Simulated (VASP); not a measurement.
**SnO2: single point with LDA**

Crystal: SnO2.

```
Sn O
1.0
     4.57643    0.00000    0.00000
     0.00000    5.16349    0.00000
     0.00000    0.00000    3.48797
Sn O
2 4
Direct
  0.50000 0.50000 0.50000
  0.00000 0.00000 0.00000
  0.30705 0.31093 0.00000
  0.80705 0.18907 0.50000
  0.19295 0.81093 0.50000
  0.69295 0.68907 0.00000
```

* Program: VASP 6.6.1
* Task: single point
* Functional: LDA
* Potentials or basis: VASP PAW LDA potentials, release 64 (Sn_d, O)
* Cutoff: 520 eV
* k mesh: 6 × 6 × 10
* Occupations: gaussian, width 0.05 eV
* Spin: no spin polarisation

The pressure is -22.7 GPa and the largest force is 0.005 eV/Å. The band gap on the k mesh is 0.10 eV (least direct gap 0.36 eV).

Forces on the atoms (eV/Å):
```
Sn   0.000  0.000  0.000
Sn   0.000  0.000  0.000
O   -0.004 -0.003  0.000
O   -0.004  0.003  0.000
O    0.004 -0.003  0.000
O    0.004  0.003  0.000
```

Stress tensor (GPa, compression positive):
```
-13.58   0.00   0.00
  0.00 -22.87   0.00
  0.00   0.00 -31.78
```

Levels at points of the mesh, in eV from the valence-band top:
| k point | band 22 | band 23 | band 24 | band 25 | band 26 | band 27 | band 28 | band 29 | band 30 | band 31 |
| --- | --- | --- | --- | --- | --- | --- | --- | --- | --- | --- |
| (0.00, 0.00, 0.00) | -1.50 | -1.12 | -0.77 | -0.54 | -0.30 | 0.10 | 4.19 | 4.92 | 5.32 | 8.60 |
| (0.50, 0.00, 0.00) | -1.56 | -1.30 | -1.30 | -0.60 | -0.60 | 2.96 | 2.96 | 5.69 | 5.69 | 9.50 |
| (0.00, 0.50, 0.00) | -1.73 | -1.15 | -1.15 | -0.28 | -0.28 | 2.86 | 2.86 | 5.73 | 5.73 | 9.37 |
| (0.50, 0.50, 0.00) | -1.66 | -1.40 | -1.40 | -0.57 | -0.57 | 3.05 | 3.05 | 6.05 | 6.05 | 9.50 |
| (0.00, 0.00, 0.50) | -2.32 | -1.28 | -1.28 | -0.95 | -0.95 | 4.41 | 4.41 | 8.60 | 8.60 | 8.66 |
| (0.50, 0.00, 0.50) | -1.61 | -0.53 | -0.53 | -0.50 | -0.50 | 4.73 | 4.73 | 6.86 | 6.86 | 9.06 |
| (0.00, 0.50, 0.50) | -1.35 | -0.94 | -0.94 | -0.68 | -0.68 | 4.69 | 4.69 | 6.94 | 6.94 | 8.90 |
| (0.50, 0.50, 0.50) | -2.21 | -0.69 | -0.69 | -0.50 | -0.50 | 3.47 | 3.47 | 7.50 | 7.50 | 9.35 |

Wall time 5.5 min on 1 thread of Intel(R) Xeon(R) Platinum 8488C (Sapphire Rapids), with other jobs on the host, peak memory 0.32 GiB.

Caveat: the stress differs along the axes, from -32 to -14 GPa; semilocal functionals underestimate gaps, and a narrow one can read as zero; spin-orbit coupling is left out, which moves the levels of the heavy elements. A k mesh can miss the band edges.
